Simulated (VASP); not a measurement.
# SnO2 (R-3m) in VASP: single point with r2SCAN

Aim: the single point of SnO2 with r2SCAN.

Program: VASP 6.6.1. These are calculated values, not measurements. Logs are shortened: lines on timing, memory, paths and dates and some standing lists are left out, and cuts for length are marked.

## 1. The cell of the first run

It takes space group R-3m (No. 166, trigonal). Conventional cell: a = 3.234 Å, b = 3.234 Å, c = 14.402 Å, α = 90.00°, β = 90.00°, γ = 120.00°. Sn (site symmetry -3m) has 6 O at 2.13 Å within 2.8 Å. O (site symmetry 3m) has 3 Sn at 2.13 Å and 3 O at 2.76 Å within 2.8 Å.

## 2. Single point, r2SCAN

Input file POSCAR:

```
SnO2
1.0
    1.6170930752      0.9336291223      4.8005925840
   -1.6170930752      0.9336291223      4.8005925840
    0.0000000000     -1.8672582446      4.8005925840
Sn O
1 2
Direct
    0.5000000000      0.5000000000      0.5000000000
    0.2371700000      0.2371700000      0.2371700000
    0.7628300000      0.7628300000      0.7628300000
```

Input file INCAR.step1:

```
PREC = Accurate ; ENCUT = 520
ISMEAR = 0 ; SIGMA = 0.05
LREAL = F ; LASPH = T
NELM = 60 ; NBANDS = 20
GGA = PE ; ALGO = Normal
EDIFF = 1E-4 ; LWAVE = T
LCHARG = F
```

Input file INCAR.step2:

```
PREC = Accurate ; ENCUT = 520
EDIFF = 1E-6 ; ISMEAR = 0
SIGMA = 0.05 ; LREAL = F
LASPH = T ; NELM = 60
ALGO = Normal ; ISIF = 2
LWAVE = F ; LCHARG = T
METAGGA = R2SCAN ; LMIXTAU = T
LELF = T ; LVHAR = T
NBANDS = 20 ; ISTART = 1
```

Input file KPOINTS:

```
Automatic mesh
0
Gamma
  12 12 12
```

Potentials or basis: VASP PAW PBE potentials, release 64 (Sn_d, O).

Started as:

```console
cat potpaw_PBE.64/Sn_d/POTCAR potpaw_PBE.64/O/POTCAR > POTCAR
cp INCAR.step1 INCAR
mpirun -np 1 vasp_std > vasp.out
cp INCAR.step2 INCAR
mpirun -np 1 vasp_std > vasp.out
```

OUTCAR:

```text
PREC = Accurate
   ENCUT = 520
   EDIFF = 1E-6
   ISMEAR = 0
   LREAL = F
   LASPH = T
   NELM = 60
   ISIF = 2
   METAGGA = R2SCAN
   ISTART = 1

 ion  position               nearest neighbor table
   1  0.500  0.500  0.500-   2 2.13   2 2.13   3 2.13   3 2.13   2 2.13   3 2.13
   2  0.237  0.237  0.237-   1 2.13   1 2.13   1 2.13
   3  0.763  0.763  0.763-   1 2.13   1 2.13   1 2.13

  LATTYP: Found a trigonal (rhomboedric) cell.
 ALAT       =     5.1509554948
 COS(alpha) =     0.8028828391

  Lattice vectors:

 A1 = (   1.6170930752,   0.9336291223,   4.8005925840)
 A2 = (  -1.6170930752,   0.9336291223,   4.8005925840)
 A3 = (   0.0000000000,  -1.8672582446,   4.8005925840)

Analysis of symmetry for initial positions (statically):
=====================================================================
 Subroutine PRICEL returns:
 Original cell was already a primitive cell.

 Routine SETGRP: Setting up the symmetry group for a
 trigonal (rhombohedral) supercell.

 Subroutine GETGRP returns: Found 12 space group operations
 (whereof 12 operations were pure point group operations)
 out of a pool of 12 trial point group operations.

The static configuration has the point symmetry D_3d.

Analysis of symmetry for dynamics (positions and initial velocities):
=====================================================================
 Subroutine PRICEL returns:
 Original cell was already a primitive cell.

 Routine SETGRP: Setting up the symmetry group for a
 trigonal (rhombohedral) supercell.

 Subroutine GETGRP returns: Found 12 space group operations
 (whereof 12 operations were pure point group operations)
 out of a pool of 12 trial point group operations.

The dynamic configuration has the point symmetry D_3d.

 Subroutine INISYM returns: Found 12 space group operations
 (whereof 12 operations are pure point group operations),
 and found     1 'primitive' translations

----------------------------------------------------------------------------------------

                                     Primitive cell

  volume of cell :      43.4866

  direct lattice vectors                    reciprocal lattice vectors
     1.617093075  0.933629122  4.800592584     0.309196797  0.178514854  0.069435872
    -1.617093075  0.933629122  4.800592584    -0.309196797  0.178514854  0.069435872
     0.000000000 -1.867258245  4.800592584     0.000000000 -0.357029708  0.069435872

  length of vectors
     5.150955495  5.150955495  5.150955495     0.363719058  0.363719058  0.363719058

  position of ions in fractional coordinates (direct lattice)
     0.500000000  0.500000000  0.500000000
     0.237170000  0.237170000  0.237170000
     0.762830000  0.762830000  0.762830000

  ion indices of the primitive-cell ions
   primitive index   ion index
                 1           1
                 2           2
                 3           3

----------------------------------------------------------------------------------------

 KPOINTS: Automatic mesh

Automatic generation of k-mesh.
 Grid dimensions read from file:
 generate k-points for:   12   12   12

 Generating k-lattice:

  Cartesian coordinates                     Fractional coordinates (reciprocal lattice)
     0.025766400  0.014876238  0.005786323     0.083333333  0.000000000 -0.000000000
    -0.025766400  0.014876238  0.005786323     0.000000000  0.083333333 -0.000000000
     0.000000000 -0.029752476  0.005786323    -0.000000000 -0.000000000  0.083333333

  Length of vectors
     0.030309921  0.030309921  0.030309921

  Shift w.r.t. Gamma in fractional coordinates (k-lattice)
     0.000000000  0.000000000  0.000000000

 Subroutine IBZKPT returns following result:
 ===========================================

 Found    189 irreducible k-points:

 Following reciprocal coordinates:
            Coordinates               Weight
  0.000000  0.000000  0.000000      1.000000
  0.083333 -0.000000  0.000000      6.000000
  0.166667  0.000000  0.000000      6.000000
  0.250000  0.000000  0.000000      6.000000
  0.333333 -0.000000  0.000000      6.000000
  0.416667  0.000000  0.000000      6.000000
[... 16 lines left out ...]
  0.500000  0.166667  0.000000     12.000000
 -0.416667  0.166667  0.000000     12.000000
 [... further k-points ...]
   k-points           NKPTS =    189   k-points in BZ     NKDIM =    189   number of bands    NBANDS=     20
   number of dos      NEDOS =    301   number of ions     NIONS =      3
   total plane-waves  NPLWV =  64000
   dimension x,y,z NGX =    40 NGY =   40 NGZ =   40
   dimension x,y,z NGXF=    80 NGYF=   80 NGZF=   80
   ions per type =               1   2
   NGX,Y,Z   is equivalent  to a cutoff of  12.91, 12.91, 12.91 a.u.
   NGXF,Y,Z  is equivalent  to a cutoff of  25.82, 25.82, 25.82 a.u.
 SYSTEM =  unknown system
   PREC   = accura    normal or accurate (medium, high low for compatibility)
   ISTART =      1    job   : 0-new  1-cont  2-samecut
   ICHARG =      0    charge: 1-file 2-atom 10-const
   ISPIN  =      1    spin polarized calculation?
   LNONCOLLINEAR =      F non collinear calculations
   LSORBIT =      F    spin-orbit coupling
   LASPH  =      T    aspherical Exc in radial PAW
   ENCUT  =  520.0 eV  38.22 Ry    6.18 a.u.   9.58  9.58  9.58*2*pi/ulx,y,z
   NELM   =     60;   NELMIN=  2; NELMDL=  0     # of ELM steps
   EDIFF  = 0.1E-05   stopping-criterion for ELM
   LREAL  =      F    real-space projection
   EDIFFG = 0.1E-04   stopping-criterion for IOM
   NSW    =      0    number of steps for IOM
   IBRION =     -1    ionic relax: 0-MD 1-quasi-New 2-CG
   NFREE  =      0    steps in history (QN), initial steepest desc. (CG)
   ISIF   =      2    stress and relaxation
   ISYM   =      2    0-nonsym 1-usesym 2-fastsym
   POTIM  = 0.5000    time-step for ionic-motion
   TEBEG  =    0.0;   TEEND  =   0.0 temperature during run
   PSTRESS=    0.0 pullay stress
   NELECT =      26.0000    total number of electrons
   NUPDOWN=      -1.0000    fix difference up-down
   EMIN   =  10.00;   EMAX   =-10.00  energy-range for DOS
   EFERMI =   0.00;   METHOD = LEGACY
   ISMEAR =     0;   SIGMA  =   0.05  broadening in eV -4-tet -1-fermi 0-gaus
   EFERMI_NEDOS =   21; number of points for ismear=-14 and -15
   IALGO  =     38    algorithm
   IMIX   =      4    mixing-type and parameters
     AMIX     =   0.40;   BMIX     =  1.00
     AMIX_MAG =   1.60;   BMIX_MAG =  1.00
  volume/ion in A,a.u.               =      14.50        97.82
  Fermi-wavevector in a.u.,A,eV,Ry     =   1.379158  2.606231 25.879336  1.902078
  Thomas-Fermi vector in A             =   2.504154
   LORBIT       =      0    0 simple, 1 ext, 2 COOP (PROOUT), +10 PAW based schemes
   METAGGA = R2SCAN    functional components
   LHFCALC =     F    Hartree Fock is set to
   AEXX    =    0.0000 exact exchange contribution
   IVDW    =     0    specifies the selected vdW correction
   LEPSILON=     F    determine dielectric tensor
   LRPA    =     F    only Hartree local field effects (RPA)
 non-spin polarized calculation
 Gauss-broadening in eV      SIGMA  =   0.05
  energy-cutoff  :      520.00
  volume of cell :       43.49
 maximum number of plane-waves:      1188
 NGX is ok and might be reduce to    40
   NGX = 19   NGY = 19   NGZ = 19

 number of electron      26.0000004 magnetization

 Free energy of the ion-electron system (eV)
  ---------------------------------------------------
  ext. energy  EPLUGINS =         0.00000000
  ---------------------------------------------------
  free energy    TOTEN  =       -41.62334852 eV

  energy without entropy =      -41.62334852  energy(sigma->0) =      -41.62334852

 E-fermi :   3.1789     XC(G=0): -10.6937

 val. band max:        2.8792837912   @ k =  -0.1667   0.1667   0.0000
 cond. band min:       5.3081951594   @ k =   0.0000   0.0000   0.0000
 fundamental gap:      2.4289113682
 Fermi energy:         3.1788510791

 k-point     1 :       0.0000    0.0000    0.0000
  band No.  band energies     occupation
      1     -17.6881      2.00000
      2     -17.4531      2.00000
      3     -17.4531      2.00000
      4     -17.2408      2.00000
      5     -17.2408      2.00000
      6     -15.8944      2.00000
[... 12 lines left out ...]
     19      20.9274      0.00000
     20      20.9274      0.00000

 k-point     2 :       0.0833   -0.0000    0.0000
  band No.  band energies     occupation
      1     -17.6587      2.00000
      2     -17.5211      2.00000
      3     -17.4396      2.00000
      4     -17.2546      2.00000
      5     -17.2404      2.00000
      6     -15.8529      2.00000
[... 12 lines left out ...]
     19      19.3135      0.00000
     20      20.9672      0.00000

 k-point     3 :       0.1667    0.0000    0.0000
  band No.  band energies     occupation
      1     -17.7396      2.00000
      2     -17.5435      2.00000
      3     -17.4066      2.00000
      4     -17.2772      2.00000
      5     -17.2351      2.00000
      6     -15.7205      2.00000
[... 12 lines left out ...]
     19      17.9748      0.00000
     20      21.1223      0.00000

 k-point     4 :       0.2500    0.0000    0.0000
  band No.  band energies     occupation
      1     -17.9705      2.00000
      2     -17.4426      2.00000
      3     -17.3750      2.00000
      4     -17.2924      2.00000
      5     -17.2134      2.00000
      6     -15.4940      2.00000
[... 12 lines left out ...]
     19      17.0310      0.00000
     20      20.7272      0.00000

 k-point     5 :       0.3333   -0.0000    0.0000
  band No.  band energies     occupation
      1     -18.1777      2.00000
      2     -17.3837      2.00000
      3     -17.3616      2.00000
      4     -17.2721      2.00000
      5     -17.1725      2.00000
      6     -15.2074      2.00000
[... 12 lines left out ...]
     19      16.5325      0.00000
     20      19.1125      0.00000
[... 353 lines left out ...]
      6     -15.2771      2.00000
[... 12 lines left out ...]
     19      17.1175      0.00000
     20      19.5787      0.00000

 k-point    22 :       0.4167    0.1667    0.0000
  band No.  band energies     occupation
      1     -18.1194      2.00000
      2     -17.5857      2.00000
      3     -17.3250      2.00000
      4     -17.2859      2.00000
      5     -17.1670      2.00000
      6     -14.9037      2.00000
[... 12 lines left out ...]
     19      17.3474      0.00000
     20      18.4252      0.00000

 k-point    23 :       0.5000    0.1667    0.0000
  band No.  band energies     occupation
      1     -18.2151      2.00000
      2     -17.5910      2.00000
      3     -17.3384      2.00000
      4     -17.2458      2.00000
      5     -17.1676      2.00000
      6     -14.5589      2.00000
[... 12 lines left out ...]
     19      17.4586      0.00000
     20      17.7350      0.00000

 k-point    24 :      -0.4167    0.1667    0.0000
  band No.  band energies     occupation
      1     -18.2490      2.00000
      2     -17.5928      2.00000
      3     -17.3437      2.00000
      4     -17.2153      2.00000
      5     -17.1833      2.00000
      6     -14.4160      2.00000
[... 12 lines left out ...]
     19      16.8677      0.00000
     20      17.9716      0.00000

 [... further k-points ...]
[... 5 lines left out ...]
  --------------------------------------------------------------------------------------
  -------------------------------------------------------------------------------------
  Total       -1.7701087     -1.7701087     -1.5605599      0.0000000      0.0000000      0.0000000
  in kB      -65.2161281    -65.2161281    -57.4957195      0.0000000      0.0000000      0.0000000
  external PRESSURE =     -62.6426586 kB  Pullay stress =       0.0000000 kB

 VOLUME and BASIS-vectors are now :
 -----------------------------------------------------------------------------
  energy-cutoff  :      520.00
  volume of cell :       43.49
      direct lattice vectors                 reciprocal lattice vectors
     1.617093075  0.933629122  4.800592584     0.309196797  0.178514854  0.069435872
    -1.617093075  0.933629122  4.800592584    -0.309196797  0.178514854  0.069435872
     0.000000000 -1.867258245  4.800592584     0.000000000 -0.357029708  0.069435872

 POSITION                                       TOTAL-FORCE (eV/Angst)
 -----------------------------------------------------------------------------------
      0.00000      0.00000      7.20089         0.000000      0.000000      0.000000
      0.00000      0.00000      3.41567         0.000000      0.000000     -0.553068
      0.00000      0.00000     10.98611         0.000000      0.000000      0.553068
 -----------------------------------------------------------------------------------
    total drift:                                0.000000      0.000000      0.000000

  FREE ENERGIE OF THE ION-ELECTRON SYSTEM (eV)
  ---------------------------------------------------
  free  energy   TOTEN  =       -41.6233485164 eV

  energy  without entropy=      -41.6233485164  energy(sigma->0) =      -41.62334852
```

It took 15 min on 1 thread of Intel Xeon 6975P-C, shared host; peak memory 0.36 GiB.

Results:

```yaml
Free_energy: -41.6233 eV
Pressure: -6.3 GPa
Largest_force: 0.553 eV/Å
Band_gap_on_the_k_mesh: 2.43 eV, indirect (least direct gap 2.54 eV)
```

Forces on the atoms (eV/Å):
```
Sn   0.000  0.000  0.000
O    0.000  0.000 -0.553
O    0.000  0.000  0.553
```

Caveat: the PAW data sets were made with another functional, which shifts forces and pressure a little; spin-orbit coupling is left out, which moves the levels of the heavy elements. r2SCAN opens gaps a little over a GGA but as a rule still falls short of measured ones.
